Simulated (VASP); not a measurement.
# Ti3C2 (P6_3/mmc) in VASP: a series of runs

The runs below take Ti3C2 through single point, with LDA.

All numbers are computed with VASP 6.6.1; they aren't measurements. Logs are shortened: lines on timing, memory, paths and dates and some standing lists are left out, and cuts for length are marked.

## 1. The cell of the first run

Symmetry: P6_3/mmc, No. 194, hexagonal system. Conventional cell: a = 3.015 Å, b = 3.015 Å, c = 14.778 Å, α = 90.00°, β = 90.00°, γ = 120.00°. Within 3.1 Å of Ti (site symmetry 3m) lie 3 C at 2.04 Å and 10 Ti at 2.73 to 3.02 Å. Within 3.1 Å of Ti (site symmetry -3m) lie 6 C at 2.16 Å and 12 Ti at 2.91 to 3.02 Å. C (site symmetry 3m) has 6 Ti at 2.04 to 2.16 Å within 2.7 Å.

## 2. Single point, LDA

The input, INCAR:

```
ALGO = Normal ; EDIFF = 1E-6
ENCUT = 520 ; ISIF = 2
ISMEAR = -1 ; LASPH = True
LCHARG = False ; LREAL = False
LWAVE = False ; NBANDS = 55
NELM = 60 ; PREC = Accurate
SIGMA = 0.3
```

The input, KPOINTS:

```
k-points
0
Gamma
  8 8 2
```

The input, POSCAR:

```
Ti3C2
1.0
    3.0151971907     -0.0000002838      0.0000000000
   -1.5075983495      2.6112375065      0.0000000000
    0.0000000000      0.0000000000     14.7779450379
Ti C
6 4
Direct
    0.3333333333      0.6666666667      0.8422151761
    0.6666666667      0.3333333333      0.3422151761
    0.6666666667      0.3333333333      0.1577848239
    0.3333333333      0.6666666667      0.6577848239
    0.0000000000      0.0000000000      0.0000000000
    0.0000000000      0.0000000000      0.5000000000
    0.6666666667      0.3333333333      0.9137528372
    0.3333333333      0.6666666667      0.4137528372
    0.6666666667      0.3333333333      0.5862471628
    0.3333333333      0.6666666667      0.0862471628
```

Potentials or basis: VASP PAW LDA potentials, release 64 (Ti_sv, C).

Started as:

```console
> cat potpaw_LDA.64/Ti_sv/POTCAR potpaw_LDA.64/C/POTCAR > POTCAR
> mpirun -np 1 vasp_std > vasp.out
```

OUTCAR:

```text
EDIFF = 1E-6
   ENCUT = 520
   ISIF = 2
   ISMEAR = -1
   LASPH = True
   LREAL = False
   NELM = 60
   PREC = Accurate

 ion  position               nearest neighbor table
   1  0.333  0.667  0.842-   7 2.04   7 2.04   7 2.04   4 2.73   5 2.91   5 2.91   5 2.91
   2  0.667  0.333  0.342-   8 2.04   8 2.04   8 2.04   3 2.73   6 2.91   6 2.91   6 2.91
   3  0.667  0.333  0.158-  10 2.04  10 2.04  10 2.04   2 2.73   5 2.91   5 2.91   5 2.91
   4  0.333  0.667  0.658-   9 2.04   9 2.04   9 2.04   1 2.73   6 2.91   6 2.91   6 2.91
   5  0.000  0.000  0.000-   7 2.16  10 2.16  10 2.16   7 2.16   7 2.16  10 2.16   1 2.91   3 2.91
                             1 2.91   3 2.91   1 2.91   3 2.91
   6  0.000  0.000  0.500-   8 2.16   9 2.16   8 2.16   9 2.16   9 2.16   8 2.16   2 2.91   4 2.91
                             4 2.91   2 2.91   4 2.91   2 2.91
   7  0.667  0.333  0.914-   1 2.04   1 2.04   1 2.04   5 2.16   5 2.16   5 2.16
   8  0.333  0.667  0.414-   2 2.04   2 2.04   2 2.04   6 2.16   6 2.16   6 2.16
   9  0.667  0.333  0.586-   4 2.04   4 2.04   4 2.04   6 2.16   6 2.16   6 2.16
  10  0.333  0.667  0.086-   3 2.04   3 2.04   3 2.04   5 2.16   5 2.16   5 2.16

  LATTYP: Found a hexagonal cell.
 ALAT       =     3.0151971907
 C/A-ratio  =     4.9011537565

  Lattice vectors:

 A1 = (   3.0151971907,  -0.0000002838,   0.0000000000)
 A2 = (  -1.5075983495,   2.6112375065,   0.0000000000)
 A3 = (   0.0000000000,   0.0000000000,  14.7779450379)

Analysis of symmetry for initial positions (statically):
=====================================================================
 Subroutine PRICEL returns:
 Original cell was already a primitive cell.

 Routine SETGRP: Setting up the symmetry group for a
 hexagonal supercell.

 Subroutine GETGRP returns: Found 24 space group operations
 (whereof 12 operations were pure point group operations)
 out of a pool of 24 trial point group operations.

The static configuration has the point symmetry D_3d.
 The point group associated with its full space group is D_6h.

Analysis of symmetry for dynamics (positions and initial velocities):
=====================================================================
 Subroutine PRICEL returns:
 Original cell was already a primitive cell.

 Routine SETGRP: Setting up the symmetry group for a
 hexagonal supercell.

 Subroutine GETGRP returns: Found 24 space group operations
 (whereof 12 operations were pure point group operations)
 out of a pool of 24 trial point group operations.

The dynamic configuration has the point symmetry D_3d.
 The point group associated with its full space group is D_6h.

 Subroutine INISYM returns: Found 24 space group operations
 (whereof 12 operations are pure point group operations),
 and found     1 'primitive' translations

----------------------------------------------------------------------------------------

                                     Primitive cell

  volume of cell :     116.3526

  direct lattice vectors                    reciprocal lattice vectors
     3.015197191 -0.000000284  0.000000000     0.331653285  0.191480072  0.000000000
    -1.507598350  2.611237507  0.000000000     0.000000036  0.382960206  0.000000000
     0.000000000  0.000000000 14.777945038     0.000000000  0.000000000  0.067668407

  length of vectors
     3.015197191  3.015197191 14.777945038     0.382960206  0.382960206  0.067668407

  position of ions in fractional coordinates (direct lattice)
     0.333333333  0.666666667  0.842215176
     0.666666667  0.333333333  0.342215176
     0.666666667  0.333333333  0.157784824
     0.333333333  0.666666667  0.657784824
     0.000000000  0.000000000  0.000000000
     0.000000000  0.000000000  0.500000000
     0.666666667  0.333333333  0.913752837
     0.333333333  0.666666667  0.413752837
     0.666666667  0.333333333  0.586247163
     0.333333333  0.666666667  0.086247163

  ion indices of the primitive-cell ions
   primitive index   ion index
                 1           1
                 2           2
                 3           3
                 4           4
                 5           5
                 6           6
                 7           7
                 8           8
                 9           9
                10          10

----------------------------------------------------------------------------------------

 KPOINTS: k-points

Automatic generation of k-mesh.
 Grid dimensions read from file:
 generate k-points for:    8    8    2

 Generating k-lattice:

  Cartesian coordinates                     Fractional coordinates (reciprocal lattice)
     0.041456661  0.023935009  0.000000000     0.125000000  0.000000000  0.000000000
     0.000000005  0.047870026  0.000000000     0.000000000  0.125000000  0.000000000
     0.000000000  0.000000000  0.033834204     0.000000000  0.000000000  0.500000000

  Length of vectors
     0.047870026  0.047870026  0.033834204

  Shift w.r.t. Gamma in fractional coordinates (k-lattice)
     0.000000000  0.000000000  0.000000000

 Subroutine IBZKPT returns following result:
 ===========================================

 Found     20 irreducible k-points:

 Following reciprocal coordinates:
            Coordinates               Weight
  0.000000  0.000000  0.000000      1.000000
  0.125000  0.000000  0.000000      6.000000
  0.250000  0.000000  0.000000      6.000000
  0.375000  0.000000  0.000000      6.000000
  0.500000  0.000000  0.000000      3.000000
  0.125000  0.125000  0.000000      6.000000
[... 12 lines left out ...]
  0.250000  0.250000  0.500000      6.000000
  0.375000  0.250000  0.500000      6.000000
   k-points           NKPTS =     20   k-points in BZ     NKDIM =     20   number of bands    NBANDS=     55
   number of dos      NEDOS =    301   number of ions     NIONS =     10
   total plane-waves  NPLWV =  64512
   dimension x,y,z NGX =    24 NGY =   24 NGZ =  112
   dimension x,y,z NGXF=    48 NGYF=   48 NGZF=  224
   ions per type =               6   4
   NGX,Y,Z   is equivalent  to a cutoff of  13.23, 13.23, 12.60 a.u.
   NGXF,Y,Z  is equivalent  to a cutoff of  26.47, 26.47, 25.20 a.u.
 SYSTEM =  unknown system
   PREC   = accura    normal or accurate (medium, high low for compatibility)
   ISTART =      0    job   : 0-new  1-cont  2-samecut
   ICHARG =      2    charge: 1-file 2-atom 10-const
   ISPIN  =      1    spin polarized calculation?
   LNONCOLLINEAR =      F non collinear calculations
   LSORBIT =      F    spin-orbit coupling
   LASPH  =      T    aspherical Exc in radial PAW
   ENCUT  =  520.0 eV  38.22 Ry    6.18 a.u.   5.61  5.61 27.48*2*pi/ulx,y,z
   NELM   =     60;   NELMIN=  2; NELMDL= -5     # of ELM steps
   EDIFF  = 0.1E-05   stopping-criterion for ELM
   LREAL  =      F    real-space projection
   EDIFFG = 0.1E-04   stopping-criterion for IOM
   NSW    =      0    number of steps for IOM
   IBRION =     -1    ionic relax: 0-MD 1-quasi-New 2-CG
   NFREE  =      0    steps in history (QN), initial steepest desc. (CG)
   ISIF   =      2    stress and relaxation
   ISYM   =      2    0-nonsym 1-usesym 2-fastsym
   POTIM  = 0.5000    time-step for ionic-motion
   TEBEG  =    0.0;   TEEND  =   0.0 temperature during run
   PSTRESS=    0.0 pullay stress
   NELECT =      88.0000    total number of electrons
   NUPDOWN=      -1.0000    fix difference up-down
   EMIN   =  10.00;   EMAX   =-10.00  energy-range for DOS
   EFERMI =   0.00;   METHOD = LEGACY
   ISMEAR =    -1;   SIGMA  =   0.30  broadening in eV -4-tet -1-fermi 0-gaus
   EFERMI_NEDOS =   21; number of points for ismear=-14 and -15
   IALGO  =     38    algorithm
   IMIX   =      4    mixing-type and parameters
     AMIX     =   0.40;   BMIX     =  1.00
     AMIX_MAG =   1.60;   BMIX_MAG =  1.00
  volume/ion in A,a.u.               =      11.64        78.52
  Fermi-wavevector in a.u.,A,eV,Ry     =   1.491570  2.818659 30.269990  2.224781
  Thomas-Fermi vector in A             =   2.604208
   LORBIT       =      0    0 simple, 1 ext, 2 COOP (PROOUT), +10 PAW based schemes
   GGA     = CA    functional components
   LHFCALC =     F    Hartree Fock is set to
   AEXX    =    0.0000 exact exchange contribution
   IVDW    =     0    specifies the selected vdW correction
   LEPSILON=     F    determine dielectric tensor
   LRPA    =     F    only Hartree local field effects (RPA)
 non-spin polarized calculation
  energy-cutoff  :      520.00
  volume of cell :      116.35
 maximum number of plane-waves:      3199
 NGX is ok and might be reduce to    24
   NGX = 11   NGY = 11   NGZ = 55

 number of electron      88.0000016 magnetization

 Free energy of the ion-electron system (eV)
  ---------------------------------------------------
  ext. energy  EPLUGINS =         0.00000000
  ---------------------------------------------------
  free energy    TOTEN  =      -100.14055055 eV

  energy without entropy =      -98.78269820  energy(sigma->0) =      -99.46162438

 E-fermi :   8.9077     XC(G=0): -12.4791

 val. band max:        8.8427831992   @ k =   0.1250   0.1250   0.0000
 cond. band min:       9.0188395959   @ k =   0.1250   0.0000   0.0000
 fundamental gap:      0.1760563967
 Fermi energy:         8.9076635470

 k-point     1 :       0.0000    0.0000    0.0000
  band No.  band energies     occupation
      1     -47.0371      2.00000
      2     -47.0209      2.00000
      3     -46.9970      2.00000
      4     -46.9751      2.00000
      5     -46.8609      2.00000
      6     -46.8552      2.00000
[... 47 lines left out ...]
     54      10.8205      0.00340
     55      10.9669      0.00209

 k-point     2 :       0.1250    0.0000    0.0000
  band No.  band energies     occupation
      1     -47.0260      2.00000
      2     -47.0118      2.00000
      3     -46.9856      2.00000
      4     -46.9662      2.00000
      5     -46.8536      2.00000
      6     -46.8484      2.00000
[... 1036 lines left out ...]
 k-point    20 :       0.3750    0.2500    0.5000
  band No.  band energies     occupation
      1     -46.9518      2.00000
      2     -46.9518      2.00000
      3     -46.9077      2.00000
      4     -46.9077      2.00000
      5     -46.8068      2.00000
      6     -46.8068      2.00000
[... 47 lines left out ...]
     54      11.7956      0.00013
     55      12.0304      0.00006

------------------------ aborting loop because EDIFF is reached ----------------------------------------

  FORCE on cell =-STRESS in cart. coord.  units (eV):
  Direction    XX          YY          ZZ          XY          YZ          ZX
  --------------------------------------------------------------------------------------
  -------------------------------------------------------------------------------------
  Total        1.6031535      1.6031535      1.6585387      0.0000000     -0.0000000      0.0000000
  in kB       22.0754505     22.0754505     22.8381060      0.0000000     -0.0000000      0.0000000
  external PRESSURE =      22.3296690 kB  Pullay stress =       0.0000000 kB

 VOLUME and BASIS-vectors are now :
 -----------------------------------------------------------------------------
  energy-cutoff  :      520.00
  volume of cell :      116.35
      direct lattice vectors                 reciprocal lattice vectors
     3.015197191 -0.000000284  0.000000000     0.331653285  0.191480072  0.000000000
    -1.507598350  2.611237507  0.000000000     0.000000036  0.382960206  0.000000000
     0.000000000  0.000000000 14.777945038     0.000000000  0.000000000  0.067668407

 POSITION                                       TOTAL-FORCE (eV/Angst)
 -----------------------------------------------------------------------------------
      0.00000      1.74082     12.44621        -0.000000      0.000000     -0.025372
      1.50760      0.87041      5.05724         0.000000      0.000000     -0.025372
      1.50760      0.87041      2.33174         0.000000     -0.000000      0.025372
      0.00000      1.74082      9.72071         0.000000      0.000000      0.025372
      0.00000      0.00000      0.00000         0.000000      0.000000      0.000000
      0.00000      0.00000      7.38897         0.000000      0.000000      0.000000
      1.50760      0.87041     13.50339        -0.000000     -0.000000      0.001101
      0.00000      1.74082      6.11442         0.000000      0.000000      0.001101
      1.50760      0.87041      8.66353         0.000000     -0.000000     -0.001101
      0.00000      1.74082      1.27456         0.000000      0.000000     -0.001101
 -----------------------------------------------------------------------------------
    total drift:                               -0.000000      0.000000     -0.000000

  FREE ENERGIE OF THE ION-ELECTRON SYSTEM (eV)
  ---------------------------------------------------
  free  energy   TOTEN  =      -100.1405505473 eV

  energy  without entropy=      -98.7826982036  energy(sigma->0) =      -99.46162438
```

Wall time 88 s (1 thread of Intel Xeon 6975P-C (Granite Rapids), shared host); peak memory 0.24 GiB.

What came out:

```yaml
Free_energy: -100.1406 eV
Pressure: 2.2 GPa
Largest_force: 0.025 eV/Å
Band_gap_on_the_k_mesh: zero (bands 44 and 45 overlap by 0.36 eV)
```

Forces in eV/Å, atoms in the order of the input:
```
Ti   0.000  0.000 -0.025
Ti   0.000  0.000 -0.025
Ti   0.000  0.000  0.025
Ti   0.000  0.000  0.025
Ti   0.000  0.000  0.000
Ti   0.000  0.000  0.000
C    0.000  0.000  0.001
C    0.000  0.000  0.001
C    0.000  0.000 -0.001
C    0.000  0.000 -0.001
```

Caveat: so wide a smearing shifts energies and pressures.

(Continued in part 2 of 2.)
